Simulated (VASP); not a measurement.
# BTe6 (Pm-3m) in VASP: single point with PBE

Aim: the single point of BTe6 with PBE.

Program: VASP 6.6.1. These are calculated values, not measurements. Logs are shortened: lines on timing, memory, paths and dates and some standing lists are left out, and cuts for length are marked.

### Step 1. The cell of the first run

The structure is cubic, space group Pm-3m (No. 221). Conventional cell: a = 6.269 Å, b = 6.269 Å, c = 6.269 Å, α = 90.00°, β = 90.00°, γ = 90.00°. Te (site symmetry 4mm) has 5 Te at 2.57 to 2.63 Å within 3.4 Å.

### Step 2. Single point, PBE

Input file INCAR:

```
SYSTEM = BTe6
ALGO     = Normal         ! electronic algorithm
EDIFF    = 1E-6           ! SCF threshold, eV
ENCUT    = 520            ! plane-wave cutoff, eV
GGA      = PE             ! functional
ISIF     = 2              ! what is computed and relaxed
ISMEAR   = 0              ! smearing method
LASPH    = .True.         ! aspherical terms in the spheres
LCHARG   = .True.         ! write CHGCAR
LELF     = .True.         ! ELF
LREAL    = .False.        ! projectors in reciprocal space
LVHAR    = .True.       
LWAVE    = .False.        ! write WAVECAR
NBANDS   = 28             ! bands
NELM     = 80             ! most SCF steps
PREC     = Accurate       ! precision mode
SIGMA    = 0.1            ! smearing width, eV
```

Input file KPOINTS:

```
k-points
0
Gamma
  4 4 4
  0 0 0
```

Input file POSCAR:

```
BTe6
1.0
    6.2690054200      0.0000000000      0.0000000000
    0.0000000000      6.2690054200      0.0000000000
    0.0000000000      0.0000000000      6.2690054200
B Te
1 6
Direct
    0.0000000000      0.0000000000      0.0000000000
    0.2099999900      0.5000000000      0.5000000000
    0.5000000000      0.2099999900      0.5000000000
    0.7900000100      0.5000000000      0.5000000000
    0.5000000000      0.7900000100      0.5000000000
    0.5000000000      0.5000000000      0.2099999900
    0.5000000000      0.5000000000      0.7900000100
```

Potentials or basis: VASP PAW PBE potentials, release 64 (B, Te).

Run with:

```
$ cat potpaw_PBE.64/B/POTCAR potpaw_PBE.64/Te/POTCAR > POTCAR
$ mpirun -np 1 vasp_std > vasp.out
```

OUTCAR:

```text
SYSTEM = BTe6
   EDIFF = 1E-6
   ENCUT = 520
   GGA = PE
   ISIF = 2
   ISMEAR = 0
   LASPH = .True.
   LREAL = .False.
   NELM = 80
   PREC = Accurate

 ion  position               nearest neighbor table
   1  0.000  0.000  0.000-
   2  0.210  0.500  0.500-   3 2.57   5 2.57   6 2.57   7 2.57   4 2.63   4 3.64
   3  0.500  0.210  0.500-   2 2.57   4 2.57   6 2.57   7 2.57   5 2.63   5 3.64
   4  0.790  0.500  0.500-   3 2.57   5 2.57   6 2.57   7 2.57   2 2.63   2 3.64
   5  0.500  0.790  0.500-   2 2.57   4 2.57   6 2.57   7 2.57   3 2.63   3 3.64
   6  0.500  0.500  0.210-   2 2.57   3 2.57   4 2.57   5 2.57   7 2.63   7 3.64
   7  0.500  0.500  0.790-   2 2.57   3 2.57   4 2.57   5 2.57   6 2.63   6 3.64

  LATTYP: Found a simple cubic cell.
 ALAT       =     6.2690054200

  Lattice vectors:

 A1 = (   6.2690054200,   0.0000000000,   0.0000000000)
 A2 = (   0.0000000000,   6.2690054200,   0.0000000000)
 A3 = (   0.0000000000,   0.0000000000,   6.2690054200)

Analysis of symmetry for initial positions (statically):
=====================================================================
 Subroutine PRICEL returns:
 Original cell was already a primitive cell.

 Routine SETGRP: Setting up the symmetry group for a
 simple cubic supercell.

 Subroutine GETGRP returns: Found 48 space group operations
 (whereof 48 operations were pure point group operations)
 out of a pool of 48 trial point group operations.

The static configuration has the point symmetry O_h .

Analysis of symmetry for dynamics (positions and initial velocities):
=====================================================================
 Subroutine PRICEL returns:
 Original cell was already a primitive cell.

 Routine SETGRP: Setting up the symmetry group for a
 simple cubic supercell.

 Subroutine GETGRP returns: Found 48 space group operations
 (whereof 48 operations were pure point group operations)
 out of a pool of 48 trial point group operations.

The dynamic configuration has the point symmetry O_h .

 Subroutine INISYM returns: Found 48 space group operations
 (whereof 48 operations are pure point group operations),
 and found     1 'primitive' translations

----------------------------------------------------------------------------------------

                                     Primitive cell

  volume of cell :     246.3746

  direct lattice vectors                    reciprocal lattice vectors
     6.269005420  0.000000000  0.000000000     0.159514936  0.000000000  0.000000000
     0.000000000  6.269005420  0.000000000     0.000000000  0.159514936  0.000000000
     0.000000000  0.000000000  6.269005420     0.000000000  0.000000000  0.159514936

  length of vectors
     6.269005420  6.269005420  6.269005420     0.159514936  0.159514936  0.159514936

  position of ions in fractional coordinates (direct lattice)
     0.000000000  0.000000000  0.000000000
     0.209999990  0.500000000  0.500000000
     0.500000000  0.209999990  0.500000000
     0.790000010  0.500000000  0.500000000
     0.500000000  0.790000010  0.500000000
     0.500000000  0.500000000  0.209999990
     0.500000000  0.500000000  0.790000010

  ion indices of the primitive-cell ions
   primitive index   ion index
                 1           1
                 2           2
                 3           3
                 4           4
                 5           5
                 6           6
                 7           7

----------------------------------------------------------------------------------------

 KPOINTS: k-points

Automatic generation of k-mesh.
 Grid dimensions read from file:
 generate k-points for:    4    4    4

 Generating k-lattice:

  Cartesian coordinates                     Fractional coordinates (reciprocal lattice)
     0.039878734  0.000000000  0.000000000     0.250000000  0.000000000  0.000000000
     0.000000000  0.039878734  0.000000000     0.000000000  0.250000000  0.000000000
     0.000000000  0.000000000  0.039878734     0.000000000  0.000000000  0.250000000

  Length of vectors
     0.039878734  0.039878734  0.039878734

  Shift w.r.t. Gamma in fractional coordinates (k-lattice)
     0.000000000  0.000000000  0.000000000

 Subroutine IBZKPT returns following result:
 ===========================================

 Found     10 irreducible k-points:

 Following reciprocal coordinates:
            Coordinates               Weight
  0.000000  0.000000  0.000000      1.000000
  0.250000  0.000000  0.000000      6.000000
  0.500000  0.000000  0.000000      3.000000
  0.250000  0.250000  0.000000     12.000000
  0.500000  0.250000  0.000000     12.000000
  0.500000  0.500000  0.000000      3.000000
  0.250000  0.250000  0.250000      8.000000
  0.500000  0.250000  0.250000     12.000000
  0.500000  0.500000  0.250000      6.000000
  0.500000  0.500000  0.500000      1.000000
   k-points           NKPTS =     10   k-points in BZ     NKDIM =     10   number of bands    NBANDS=     28
   number of dos      NEDOS =    301   number of ions     NIONS =      7
   total plane-waves  NPLWV = 110592
   dimension x,y,z NGX =    48 NGY =   48 NGZ =   48
   dimension x,y,z NGXF=    96 NGYF=   96 NGZF=   96
   ions per type =               1   6
   NGX,Y,Z   is equivalent  to a cutoff of  12.73, 12.73, 12.73 a.u.
   NGXF,Y,Z  is equivalent  to a cutoff of  25.46, 25.46, 25.46 a.u.
 SYSTEM =  BTe6
   PREC   = accura    normal or accurate (medium, high low for compatibility)
   ISTART =      0    job   : 0-new  1-cont  2-samecut
   ICHARG =      2    charge: 1-file 2-atom 10-const
   ISPIN  =      1    spin polarized calculation?
   LNONCOLLINEAR =      F non collinear calculations
   LSORBIT =      F    spin-orbit coupling
   LASPH  =      T    aspherical Exc in radial PAW
   ENCUT  =  520.0 eV  38.22 Ry    6.18 a.u.  11.66 11.66 11.66*2*pi/ulx,y,z
   NELM   =     80;   NELMIN=  2; NELMDL= -5     # of ELM steps
   EDIFF  = 0.1E-05   stopping-criterion for ELM
   LREAL  =      F    real-space projection
   EDIFFG = 0.1E-04   stopping-criterion for IOM
   NSW    =      0    number of steps for IOM
   IBRION =     -1    ionic relax: 0-MD 1-quasi-New 2-CG
   NFREE  =      0    steps in history (QN), initial steepest desc. (CG)
   ISIF   =      2    stress and relaxation
   ISYM   =      2    0-nonsym 1-usesym 2-fastsym
   POTIM  = 0.5000    time-step for ionic-motion
   TEBEG  =    0.0;   TEEND  =   0.0 temperature during run
   PSTRESS=    0.0 pullay stress
   NELECT =      39.0000    total number of electrons
   NUPDOWN=      -1.0000    fix difference up-down
   EMIN   =  10.00;   EMAX   =-10.00  energy-range for DOS
   EFERMI =   0.00;   METHOD = LEGACY
   ISMEAR =     0;   SIGMA  =   0.10  broadening in eV -4-tet -1-fermi 0-gaus
   EFERMI_NEDOS =   21; number of points for ismear=-14 and -15
   IALGO  =     38    algorithm
   IMIX   =      4    mixing-type and parameters
     AMIX     =   0.40;   BMIX     =  1.00
     AMIX_MAG =   1.60;   BMIX_MAG =  1.00
  volume/ion in A,a.u.               =      35.20       237.52
  Fermi-wavevector in a.u.,A,eV,Ry     =   0.885587  1.673516 10.670555  0.784264
  Thomas-Fermi vector in A             =   2.006640
   LORBIT       =      0    0 simple, 1 ext, 2 COOP (PROOUT), +10 PAW based schemes
   GGA     = PE    functional components
   LHFCALC =     F    Hartree Fock is set to
   AEXX    =    0.0000 exact exchange contribution
   IVDW    =     0    specifies the selected vdW correction
   LEPSILON=     F    determine dielectric tensor
   LRPA    =     F    only Hartree local field effects (RPA)
 non-spin polarized calculation
 Gauss-broadening in eV      SIGMA  =   0.10
  energy-cutoff  :      520.00
  volume of cell :      246.37
 maximum number of plane-waves:      6704
 NGX is ok and might be reduce to    48
   NGX = 23   NGY = 23   NGZ = 23

 number of electron      38.9999996 magnetization

 Free energy of the ion-electron system (eV)
  ---------------------------------------------------
  ext. energy  EPLUGINS =         0.00000000
  ---------------------------------------------------
  free energy    TOTEN  =        -2.42474746 eV

  energy without entropy =       -2.39091256  energy(sigma->0) =       -2.40783001

 E-fermi :   5.1785     XC(G=0):  -7.9583

 val. band max:        5.1376856951   @ k =   0.2500   0.0000   0.0000
 cond. band min:       5.2107130403   @ k =   0.5000   0.0000   0.0000
 fundamental gap:      0.0730273452
 Fermi energy:         5.1785128362

 k-point     1 :       0.0000    0.0000    0.0000
  band No.  band energies     occupation
      1     -13.8525      2.00000
      2      -8.4460      2.00000
      3      -8.4460      2.00000
      4      -8.4460      2.00000
      5      -7.1238      2.00000
      6      -7.1238      2.00000
[... 20 lines left out ...]
     27       8.8832      0.00000
     28       8.8931      0.00000

 k-point     2 :       0.2500    0.0000    0.0000
  band No.  band energies     occupation
      1     -13.8054      2.00000
      2      -9.1736      2.00000
      3      -8.4303      2.00000
      4      -8.4303      2.00000
      5      -7.1221      2.00000
      6      -6.3003      2.00000
[... 20 lines left out ...]
     27       8.2092      0.00000
     28       8.5217      0.00000

 k-point     3 :       0.5000    0.0000    0.0000
  band No.  band energies     occupation
      1     -13.7551      2.00000
      2      -9.6063      2.00000
      3      -8.4143      2.00000
      4      -8.4143      2.00000
      5      -7.1203      2.00000
      6      -5.9277      2.00000
[... 182 lines left out ...]
      3      -9.5772      2.00000
      4      -9.1167      2.00000
      5      -5.2290      2.00000
      6      -3.3412      2.00000
[... 20 lines left out ...]
     27       7.8979      0.00000
     28       8.8258      0.00000

 k-point    10 :       0.5000    0.5000    0.5000
  band No.  band energies     occupation
      1     -13.5419      2.00000
      2      -9.5675      2.00000
      3      -9.5675      2.00000
      4      -9.5675      2.00000
      5      -3.3389      2.00000
      6      -3.3389      2.00000
[... 20 lines left out ...]
     27       7.5654      0.00000
     28       9.0580      0.00000

------------------------ aborting loop because EDIFF is reached ----------------------------------------

  FORCE on cell =-STRESS in cart. coord.  units (eV):
  Direction    XX          YY          ZZ          XY          YZ          ZX
  --------------------------------------------------------------------------------------
  -------------------------------------------------------------------------------------
  Total       58.4418464     58.4418464     58.4418464      0.0000000     -0.0000000     -0.0000000
  in kB      380.0481084    380.0481084    380.0481084      0.0000000     -0.0000000     -0.0000000
  external PRESSURE =     380.0481084 kB  Pullay stress =       0.0000000 kB

 VOLUME and BASIS-vectors are now :
 -----------------------------------------------------------------------------
  energy-cutoff  :      520.00
  volume of cell :      246.37
      direct lattice vectors                 reciprocal lattice vectors
     6.269005420  0.000000000  0.000000000     0.159514936  0.000000000  0.000000000
     0.000000000  6.269005420  0.000000000     0.000000000  0.159514936  0.000000000
     0.000000000  0.000000000  6.269005420     0.000000000  0.000000000  0.159514936

 POSITION                                       TOTAL-FORCE (eV/Angst)
 -----------------------------------------------------------------------------------
      0.00000      0.00000      0.00000         0.000000     -0.000000     -0.000000
      1.31649      3.13450      3.13450       -10.266301     -0.000000     -0.000000
      3.13450      1.31649      3.13450        -0.000000    -10.266301     -0.000000
      4.95251      3.13450      3.13450        10.266301     -0.000000     -0.000000
      3.13450      4.95251      3.13450         0.000000     10.266301     -0.000000
      3.13450      3.13450      1.31649        -0.000000     -0.000000    -10.266301
      3.13450      3.13450      4.95251         0.000000     -0.000000     10.266301
 -----------------------------------------------------------------------------------
    total drift:                               -0.000000     -0.000000     -0.000000

  FREE ENERGIE OF THE ION-ELECTRON SYSTEM (eV)
  ---------------------------------------------------
  free  energy   TOTEN  =        -2.4247474619 eV

  energy  without entropy=       -2.3909125649  energy(sigma->0) =       -2.40783001
```

It took 50 s on 1 thread of Intel Xeon 6975P-C (Granite Rapids), shared host; peak memory 0.33 GiB.

Results:

```
Free energy   : -2.4247 eV
Pressure      : 38.0 GPa
Largest force : 10.266 eV/Å
```

Forces in eV/Å, atoms in the order of the input:
```
B     0.000   0.000   0.000
Te  -10.266   0.000   0.000
Te    0.000 -10.266   0.000
Te   10.266   0.000   0.000
Te    0.000  10.266   0.000
Te    0.000   0.000 -10.266
Te    0.000   0.000  10.266
```

Caveat: spin-orbit coupling is left out, which moves the levels of the heavy elements; forces of over 1 eV/Å act on the atoms, so gaps and moduli don't describe the material at rest.
